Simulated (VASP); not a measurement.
# CdS in VASP: a series of runs

Runs on CdS. Level: PBE. Tasks: single point.

Everything below comes from runs of VASP 6.6.1. Logs are shortened: lines on timing, memory, paths and dates and some standing lists are left out, and cuts for length are marked.

## 1. The cell of the first run

The structure is trigonal, space group P3m1 (No. 156). The conventional cell has a = 4.135 Å, b = 4.135 Å, c = 6.749 Å, α = 90.00°, β = 90.00°, γ = 120.00°. Cd (site symmetry 3m) has 4 S at 2.40 to 2.51 Å within 3.2 Å. Cd (site symmetry 3m) has 4 S at 2.58 to 2.60 Å within 3.4 Å. S (site symmetry 3m) has 4 Cd at 2.40 to 2.58 Å within 3.2 Å. S (site symmetry 3m) has 4 Cd at 2.51 to 2.60 Å within 3.3 Å.

## 2. Single point, PBE (atom 3 (S) moved by (+0.000, -0.200) A along y and z)

File INCAR:

```
SYSTEM = CdS
PREC = Accurate
ENCUT = 520
EDIFF = 1E-6
ISMEAR = 0
SIGMA = 0.05
LREAL = .FALSE.
LASPH = .TRUE.
NELM = 100
ALGO = Normal
ISIF = 2
LWAVE = .FALSE.
LCHARG = .FALSE.
GGA = PE
NBANDS = 26
```

File KPOINTS:

```
regular mesh
0
G
  12 12 4
  0 0 0
```

File POSCAR:

```
CdS
1.0
    4.1347992034      0.0000000000      0.0000000000
   -2.0673996017      3.5808411497      0.0000000000
    0.0000000000      0.0000000000      6.7490000000
Cd S
2 2
Direct
    0.3333333333      0.6666666667      0.0000000000
    0.6666666667      0.3333333333      0.5000000000
    0.3333333333      0.6666666667      0.3553659801
    0.6666666667      0.3333333333      0.8850000000
```

Potentials or basis: VASP PAW PBE potentials, release 64 (Cd, S).

Command:

```bash
> cat potpaw_PBE.64/Cd/POTCAR potpaw_PBE.64/S/POTCAR > POTCAR
> mpirun -np 1 vasp_std > vasp.out
```

OUTCAR:

```text
SYSTEM = CdS
   PREC = Accurate
   ENCUT = 520
   EDIFF = 1E-6
   ISMEAR = 0
   LREAL = .FALSE.
   LASPH = .TRUE.
   NELM = 100
   ISIF = 2
   GGA = PE

 ion  position               nearest neighbor table
   1  0.333  0.667  0.000-   3 2.40   4 2.51   4 2.51   4 2.51
   2  0.667  0.333  0.500-   3 2.58   3 2.58   3 2.58   4 2.60
   3  0.333  0.667  0.355-   1 2.40   2 2.58   2 2.58   2 2.58
   4  0.667  0.333  0.885-   1 2.51   1 2.51   1 2.51   2 2.60

  LATTYP: Found a hexagonal cell.
 ALAT       =     4.1347992034
 C/A-ratio  =     1.6322437120

  Lattice vectors:

 A1 = (   4.1347992034,   0.0000000000,   0.0000000000)
 A2 = (  -2.0673996017,   3.5808411497,   0.0000000000)
 A3 = (   0.0000000000,   0.0000000000,   6.7490000000)

Analysis of symmetry for initial positions (statically):
=====================================================================
 Subroutine PRICEL returns:
 Original cell was already a primitive cell.

 Routine SETGRP: Setting up the symmetry group for a
 hexagonal supercell.

 Subroutine GETGRP returns: Found  6 space group operations
 (whereof  6 operations were pure point group operations)
 out of a pool of 24 trial point group operations.

The static configuration has the point symmetry C_3v.

Analysis of symmetry for dynamics (positions and initial velocities):
=====================================================================
 Subroutine PRICEL returns:
 Original cell was already a primitive cell.

 Routine SETGRP: Setting up the symmetry group for a
 hexagonal supercell.

 Subroutine GETGRP returns: Found  6 space group operations
 (whereof  6 operations were pure point group operations)
 out of a pool of 24 trial point group operations.

The dynamic configuration has the point symmetry C_3v.

 Subroutine INISYM returns: Found  6 space group operations
 (whereof  6 operations are pure point group operations),
 and found     1 'primitive' translations

----------------------------------------------------------------------------------------

                                     Primitive cell

  volume of cell :      99.9261

  direct lattice vectors                    reciprocal lattice vectors
     4.134799203  0.000000000  0.000000000     0.241849713  0.139631997  0.000000000
    -2.067399602  3.580841150  0.000000000     0.000000000  0.279263994  0.000000000
     0.000000000  0.000000000  6.749000000     0.000000000  0.000000000  0.148170099

  length of vectors
     4.134799203  4.134799203  6.749000000     0.279263994  0.279263994  0.148170099

  position of ions in fractional coordinates (direct lattice)
     0.333333333  0.666666667  0.000000000
     0.666666667  0.333333333  0.500000000
     0.333333333  0.666666667  0.355365980
     0.666666667  0.333333333  0.885000000

  ion indices of the primitive-cell ions
   primitive index   ion index
                 1           1
                 2           2
                 3           3
                 4           4

----------------------------------------------------------------------------------------

 KPOINTS: regular mesh

Automatic generation of k-mesh.
 Grid dimensions read from file:
 generate k-points for:   12   12    4

 Generating k-lattice:

  Cartesian coordinates                     Fractional coordinates (reciprocal lattice)
     0.020154143  0.011636000  0.000000000     0.083333333  0.000000000  0.000000000
     0.000000000  0.023271999  0.000000000     0.000000000  0.083333333  0.000000000
     0.000000000  0.000000000  0.037042525     0.000000000  0.000000000  0.250000000

  Length of vectors
     0.023271999  0.023271999  0.037042525

  Shift w.r.t. Gamma in fractional coordinates (k-lattice)
     0.000000000  0.000000000  0.000000000

 Subroutine IBZKPT returns following result:
 ===========================================

 Found     69 irreducible k-points:

 Following reciprocal coordinates:
            Coordinates               Weight
  0.000000  0.000000  0.000000      1.000000
  0.083333  0.000000  0.000000      6.000000
  0.166667  0.000000  0.000000      6.000000
  0.250000  0.000000  0.000000      6.000000
  0.333333  0.000000  0.000000      6.000000
  0.416667 -0.000000  0.000000      6.000000
[... 16 lines left out ...]
  0.166667  0.000000  0.250000      6.000000
  0.000000  0.166667  0.250000      6.000000
 [... further k-points ...]
   k-points           NKPTS =     69   k-points in BZ     NKDIM =     69   number of bands    NBANDS=     26
   number of dos      NEDOS =    301   number of ions     NIONS =      4
   total plane-waves  NPLWV =  51200
   dimension x,y,z NGX =    32 NGY =   32 NGZ =   50
   dimension x,y,z NGXF=    64 NGYF=   64 NGZF=  100
   ions per type =               2   2
   NGX,Y,Z   is equivalent  to a cutoff of  12.87, 12.87, 12.32 a.u.
   NGXF,Y,Z  is equivalent  to a cutoff of  25.73, 25.73, 24.63 a.u.
 SYSTEM =  CdS
   PREC   = accura    normal or accurate (medium, high low for compatibility)
   ISTART =      0    job   : 0-new  1-cont  2-samecut
   ICHARG =      2    charge: 1-file 2-atom 10-const
   ISPIN  =      1    spin polarized calculation?
   LNONCOLLINEAR =      F non collinear calculations
   LSORBIT =      F    spin-orbit coupling
   LASPH  =      T    aspherical Exc in radial PAW
   ENCUT  =  520.0 eV  38.22 Ry    6.18 a.u.   7.69  7.69 12.55*2*pi/ulx,y,z
   NELM   =    100;   NELMIN=  2; NELMDL= -5     # of ELM steps
   EDIFF  = 0.1E-05   stopping-criterion for ELM
   LREAL  =      F    real-space projection
   EDIFFG = 0.1E-04   stopping-criterion for IOM
   NSW    =      0    number of steps for IOM
   IBRION =     -1    ionic relax: 0-MD 1-quasi-New 2-CG
   NFREE  =      0    steps in history (QN), initial steepest desc. (CG)
   ISIF   =      2    stress and relaxation
   ISYM   =      2    0-nonsym 1-usesym 2-fastsym
   POTIM  = 0.5000    time-step for ionic-motion
   TEBEG  =    0.0;   TEEND  =   0.0 temperature during run
   PSTRESS=    0.0 pullay stress
   NELECT =      36.0000    total number of electrons
   NUPDOWN=      -1.0000    fix difference up-down
   EMIN   =  10.00;   EMAX   =-10.00  energy-range for DOS
   EFERMI =   0.00;   METHOD = LEGACY
   ISMEAR =     0;   SIGMA  =   0.05  broadening in eV -4-tet -1-fermi 0-gaus
   EFERMI_NEDOS =   21; number of points for ismear=-14 and -15
   IALGO  =     38    algorithm
   IMIX   =      4    mixing-type and parameters
     AMIX     =   0.40;   BMIX     =  1.00
     AMIX_MAG =   1.60;   BMIX_MAG =  1.00
  volume/ion in A,a.u.               =      24.98       168.58
  Fermi-wavevector in a.u.,A,eV,Ry     =   1.164884  2.201312 18.462491  1.356955
  Thomas-Fermi vector in A             =   2.301417
   LORBIT       =      0    0 simple, 1 ext, 2 COOP (PROOUT), +10 PAW based schemes
   GGA     = PE    functional components
   LHFCALC =     F    Hartree Fock is set to
   AEXX    =    0.0000 exact exchange contribution
   IVDW    =     0    specifies the selected vdW correction
   LEPSILON=     F    determine dielectric tensor
   LRPA    =     F    only Hartree local field effects (RPA)
 non-spin polarized calculation
 Gauss-broadening in eV      SIGMA  =   0.05
  energy-cutoff  :      520.00
  volume of cell :       99.93
 maximum number of plane-waves:      2731
 NGX is ok and might be reduce to    32
   NGX = 15   NGY = 15   NGZ = 25

 number of electron      35.9999994 magnetization

 Free energy of the ion-electron system (eV)
  ---------------------------------------------------
  ext. energy  EPLUGINS =         0.00000000
  ---------------------------------------------------
  free energy    TOTEN  =       -12.13844992 eV

  energy without entropy =      -12.13844992  energy(sigma->0) =      -12.13844992

 E-fermi :   1.5029     XC(G=0):  -9.1125

 val. band max:        1.2771837442   @ k =   0.0000   0.0000   0.0000
 cond. band min:       2.4366855331   @ k =   0.0000   0.0000   0.0000
 fundamental gap:      1.1595017888
 Fermi energy:         1.5029040865

 k-point     1 :       0.0000    0.0000    0.0000
  band No.  band energies     occupation
      1     -11.0965      2.00000
      2     -10.6549      2.00000
      3      -6.4749      2.00000
      4      -6.4405      2.00000
      5      -6.4405      2.00000
      6      -6.3043      2.00000
[... 18 lines left out ...]
     25       8.8958      0.00000
     26       9.2490      0.00000

 k-point     2 :       0.0833    0.0000    0.0000
  band No.  band energies     occupation
      1     -11.0717      2.00000
      2     -10.6444      2.00000
      3      -6.4690      2.00000
      4      -6.4294      2.00000
      5      -6.4224      2.00000
      6      -6.2935      2.00000
[... 18 lines left out ...]
     25       9.0428      0.00000
     26       9.1690      0.00000

 k-point     3 :       0.1667    0.0000    0.0000
  band No.  band energies     occupation
      1     -11.0027      2.00000
      2     -10.6168      2.00000
      3      -6.4501      2.00000
      4      -6.4010      2.00000
      5      -6.3704      2.00000
      6      -6.2603      2.00000
[... 18 lines left out ...]
     25       9.0298      0.00000
     26       9.4523      0.00000

 k-point     4 :       0.2500    0.0000    0.0000
  band No.  band energies     occupation
      1     -10.9045      2.00000
      2     -10.5822      2.00000
      3      -6.4243      2.00000
      4      -6.3685      2.00000
      5      -6.2917      2.00000
      6      -6.2138      2.00000
[... 18 lines left out ...]
     25       9.2912      0.00000
     26       9.8129      0.00000

 k-point     5 :       0.3333    0.0000    0.0000
  band No.  band energies     occupation
      1     -10.7997      2.00000
      2     -10.5537      2.00000
      3      -6.4009      2.00000
      4      -6.3448      2.00000
      5      -6.2310      2.00000
      6      -6.1669      2.00000
[... 18 lines left out ...]
     25       9.7694      0.00000
     26      10.0653      0.00000

 k-point     6 :       0.4167   -0.0000    0.0000
  band No.  band energies     occupation
      1     -10.7146      2.00000
      2     -10.5410      2.00000
      3      -6.3862      2.00000
      4      -6.3331      2.00000
      5      -6.2040      2.00000
      6      -6.1331      2.00000
[... 427 lines left out ...]
 k-point    21 :       0.0833    0.0000    0.2500
  band No.  band energies     occupation
      1     -11.0118      2.00000
      2     -10.6999      2.00000
      3      -6.4420      2.00000
      4      -6.4223      2.00000
      5      -6.4037      2.00000
      6      -6.3067      2.00000
[... 18 lines left out ...]
     25       8.7333      0.00000
     26       8.9991      0.00000

 k-point    22 :       0.0000    0.0833    0.2500
  band No.  band energies     occupation
      1     -11.0118      2.00000
      2     -10.6999      2.00000
      3      -6.4391      2.00000
      4      -6.4238      2.00000
      5      -6.4054      2.00000
      6      -6.3059      2.00000
[... 18 lines left out ...]
     25       8.7669      0.00000
     26       8.9674      0.00000

 k-point    23 :       0.1667    0.0000    0.2500
  band No.  band energies     occupation
      1     -10.9476      2.00000
      2     -10.6660      2.00000
      3      -6.4351      2.00000
      4      -6.3899      2.00000
      5      -6.3480      2.00000
      6      -6.2768      2.00000
[... 18 lines left out ...]
     25       9.1068      0.00000
     26       9.1215      0.00000

 k-point    24 :       0.0000    0.1667    0.2500
  band No.  band energies     occupation
      1     -10.9476      2.00000
      2     -10.6660      2.00000
      3      -6.4268      2.00000
      4      -6.3928      2.00000
      5      -6.3562      2.00000
      6      -6.2716      2.00000
[... 18 lines left out ...]
     25       9.0348      0.00000
     26       9.1745      0.00000

 [... further k-points ...]
[... 5 lines left out ...]
  --------------------------------------------------------------------------------------
  -------------------------------------------------------------------------------------
  Total        1.5317747      1.5317747      2.8459188      0.0000000      0.0000000      0.0000000
  in kB       24.5598986     24.5598986     45.6303897      0.0000000      0.0000000      0.0000000
  external PRESSURE =      31.5833956 kB  Pullay stress =       0.0000000 kB

 VOLUME and BASIS-vectors are now :
 -----------------------------------------------------------------------------
  energy-cutoff  :      520.00
  volume of cell :       99.93
      direct lattice vectors                 reciprocal lattice vectors
     4.134799203  0.000000000  0.000000000     0.241849713  0.139631997  0.000000000
    -2.067399602  3.580841150  0.000000000     0.000000000  0.279263994  0.000000000
     0.000000000  0.000000000  6.749000000     0.000000000  0.000000000  0.148170099

 POSITION                                       TOTAL-FORCE (eV/Angst)
 -----------------------------------------------------------------------------------
     -0.00000      2.38723      0.00000        -0.000000      0.000000     -0.715941
      2.06740      1.19361      3.37450        -0.000000     -0.000000      0.026548
     -0.00000      2.38723      2.39836         0.000000      0.000000      1.491221
      2.06740      1.19361      5.97286         0.000000     -0.000000     -0.801828
 -----------------------------------------------------------------------------------
    total drift:                                0.000000     -0.000000     -0.000639

  FREE ENERGIE OF THE ION-ELECTRON SYSTEM (eV)
  ---------------------------------------------------
  free  energy   TOTEN  =       -12.1384499170 eV

  energy  without entropy=      -12.1384499170  energy(sigma->0) =      -12.13844992
```

It took 4 min on 1 thread of Intel Xeon 8259CL, shared host; peak memory 0.31 GiB.

Results:

- Free energy: -12.1384 eV
- Pressure: 3.2 GPa
- Largest force: 1.491 eV/Å
- Band gap on the k mesh: 1.16 eV, direct

Forces in eV/Å, atoms in the order of the input:
```
Cd   0.000  0.000 -0.716
Cd   0.000  0.000  0.027
S    0.000  0.000  1.491
S    0.000  0.000 -0.802
```

Levels at points of the mesh, in eV from the valence-band top:
| k point | band 14 | band 15 | band 16 | band 17 | band 18 | band 19 | band 20 | band 21 | band 22 | band 23 |
| --- | --- | --- | --- | --- | --- | --- | --- | --- | --- | --- |
| (0.00, 0.00, 0.00) | -0.80 | -0.80 | -0.09 | 0.00 | 0.00 | 1.16 | 2.87 | 6.47 | 6.47 | 6.55 |
| (0.50, 0.00, 0.00) | -3.44 | -2.68 | -1.89 | -1.33 | -0.70 | 3.59 | 3.93 | 4.99 | 6.48 | 6.89 |
| (0.00, 0.00, 0.50) | -2.39 | -0.51 | -0.51 | -0.32 | -0.32 | 2.81 | 2.92 | 5.56 | 6.76 | 6.76 |
| (0.50, 0.00, 0.50) | -3.95 | -1.48 | -1.44 | -1.28 | -1.18 | 3.23 | 3.59 | 5.11 | 5.68 | 7.67 |

Caveat: the cell differs from its parent crystal (atom 3 (S) moved by (+0.000, -0.200) A along y and z); forces of over 1 eV/Å act on the atoms, so gaps and moduli don't describe the material at rest. A k mesh can miss the band edges.

## 3. Single point, PBE (atom 3 (S) moved by (+0.000, +0.200) A along y and z)

File INCAR:

```
SYSTEM = CdS
  PREC = Accurate
  ENCUT = 520
  EDIFF = 1E-6
  ISMEAR = 0
  SIGMA = 0.05
  LREAL = .FALSE.
  LASPH = .TRUE.
  NELM = 60
  ALGO = Normal
  ISIF = 2
  LWAVE = .FALSE.
  LCHARG = .FALSE.
  GGA = PE
  NBANDS = 26
```

KPOINTS is that of step 2.

POSCAR: that of step 2 with these lines changed.

```diff
@@ -10,3 +10,3 @@
     0.6666666667      0.3333333333      0.5000000000
-    0.3333333333      0.6666666667      0.3553659801
+    0.3333333333      0.6666666667      0.4146340199
     0.6666666667      0.3333333333      0.8850000000
```

Potentials or basis: VASP PAW PBE potentials, release 64 (Cd, S).

Command:

```bash
> cat potpaw_PBE.64/Cd/POTCAR potpaw_PBE.64/S/POTCAR > POTCAR
> mpirun -np 1 vasp_std > vasp.out
```

Wall time 3.9 min (1 thread of Intel Xeon 8259CL, shared host); peak memory 0.31 GiB.

The run converged. Its results:

```yaml
Free_energy: -12.0881 eV
Pressure: 3.5 GPa
Largest_force: 1.160 eV/Å
Band_gap_on_the_k_mesh: 1.25 eV, direct
```

Forces in eV/Å, atoms in the order of the input:
```
Cd   0.000  0.000  0.554
Cd   0.000  0.000  0.370
S    0.000  0.000 -1.160
S    0.000  0.000  0.236
```

Stress tensor (GPa, compression positive):
```
5.10 0.00 0.00
0.00 5.10 0.00
0.00 0.00 0.39
```

Levels at points of the mesh, in eV from the valence-band top:
| k point | band 14 | band 15 | band 16 | band 17 | band 18 | band 19 | band 20 | band 21 | band 22 | band 23 |
| --- | --- | --- | --- | --- | --- | --- | --- | --- | --- | --- |
| (0.00, 0.00, 0.00) | -0.65 | -0.65 | -0.08 | 0.00 | 0.00 | 1.25 | 2.62 | 6.47 | 6.47 | 6.62 |
| (0.50, 0.00, 0.00) | -3.68 | -2.39 | -1.89 | -1.07 | -0.95 | 3.62 | 3.86 | 5.07 | 6.52 | 7.47 |
| (0.00, 0.00, 0.50) | -2.18 | -0.41 | -0.41 | -0.25 | -0.25 | 2.70 | 2.84 | 5.45 | 6.69 | 6.69 |
| (0.50, 0.00, 0.50) | -4.07 | -1.56 | -1.32 | -1.24 | -1.07 | 3.37 | 3.73 | 4.91 | 5.42 | 7.79 |

Caveat: the cell differs from its parent crystal (atom 3 (S) moved by (+0.000, +0.200) A along y and z); forces of over 1 eV/Å act on the atoms, so gaps and moduli don't describe the material at rest.

## 4. Single point, PBE (atom 3 (S) moved by (+0.000, -0.100) A along y and z)

File INCAR:

```
SYSTEM = CdS
PREC = Accurate
ENCUT = 520
EDIFF = 1E-7
ISMEAR = 0
SIGMA = 0.05
LREAL = .FALSE.
LASPH = .TRUE.
NELM = 60
ALGO = Normal
ISIF = 2
LWAVE = .FALSE.
LCHARG = .FALSE.
GGA = PE
NBANDS = 26
```

File KPOINTS:

```
Automatic mesh
0
G
  12 12 4
  0 0 0
```

POSCAR: that of step 3 with these lines changed.

```diff
@@ -10,3 +10,3 @@
     0.6666666667      0.3333333333      0.5000000000
-    0.3333333333      0.6666666667      0.4146340199
+    0.3333333333      0.6666666667      0.3701829901
     0.6666666667      0.3333333333      0.8850000000
```

Command:

```bash
> cat potpaw_PBE.64/Cd/POTCAR potpaw_PBE.64/S/POTCAR > POTCAR
> mpirun -np 1 vasp_std > vasp.out
```

Run time: 4.1 min. Hardware: 1 thread of Intel Xeon 8259CL, shared host; peak memory 0.31 GiB.

It converged, with:

- Free energy: -12.2340 eV
- Pressure: 2.9 GPa
- Largest force: 0.532 eV/Å
- Band gap on the k mesh: 1.20 eV, direct

Forces on the atoms (eV/Å):
```
Cd   0.000  0.000 -0.101
Cd   0.000  0.000  0.160
S    0.000  0.000  0.473
S    0.000  0.000 -0.532
```

Stress tensor (GPa, compression positive):
```
3.01 0.00 0.00
0.00 3.01 0.00
0.00 0.00 2.56
```

Levels at points of the mesh, in eV from the valence-band top:
```tsv
k point	band 14	band 15	band 16	band 17	band 18	band 19	band 20	band 21	band 22	band 23
(0.00, 0.00, 0.00)	-0.74	-0.74	-0.06	0.00	0.00	1.20	2.80	6.49	6.49	6.69
(0.50, 0.00, 0.00)	-3.52	-2.62	-1.86	-1.28	-0.76	3.68	3.90	5.08	6.41	7.06
(0.00, 0.00, 0.50)	-2.39	-0.43	-0.43	-0.34	-0.34	2.82	2.88	5.84	6.50	6.80
(0.50, 0.00, 0.50)	-4.05	-1.42	-1.36	-1.28	-1.27	3.38	3.57	5.22	5.50	7.79
```

Caveat: the cell differs from its parent crystal (atom 3 (S) moved by (+0.000, -0.100) A along y and z).

[end of part 1 of 2]
